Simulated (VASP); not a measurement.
Cu: single point with PBEsol

Crystal: Cu.

```
CELL_PARAMETERS angstrom
0.00000 1.75858 1.75858
1.75858 0.00000 1.75858
1.75858 1.75858 0.00000
ATOMIC_POSITIONS crystal
Cu 0.00000 0.00000 0.00000
```

```yaml
Program: VASP 6.6.1
Task: single point
Functional: PBEsol
Potentials_or_basis: VASP PAW PBE potentials, release 64 (Cu)
Cutoff: 520 eV
k_mesh: 10 × 10 × 10
Occupations: gaussian, width 0.1 eV
Spin: no spin polarisation
Dipole_correction: no
Further_INCAR_settings: ALGO = Normal; EDIFF = 1e-07; NBANDS = 12
```

```
Pressure               : 8.0 GPa
Band gap on the k mesh : zero (an odd number of electrons rules out a gap without spin polarisation)
```

Levels at points of the mesh, in eV from the Fermi level:
| k point | band 4 | band 5 | band 6 | band 7 | band 8 | band 9 |
| --- | --- | --- | --- | --- | --- | --- |
| (0.00, 0.00, 0.00) | -3.17 | -2.22 | -2.22 | 23.37 | 26.64 | 26.64 |
| (0.50, 0.00, 0.00) | -1.58 | -1.58 | -1.15 | 4.30 | 21.83 | 23.45 |
| (0.50, 0.50, 0.00) | -1.42 | -1.42 | 1.53 | 7.82 | 13.82 | 13.82 |

Wall time 4.2 s on 1 thread of Intel(R) Xeon(R) Platinum 8488C (Sapphire Rapids) (shared host), peak memory 0.12 GiB.

Caveat: the cell stands under pressure; the PAW data sets were made with another functional, which shifts forces and pressure a little.
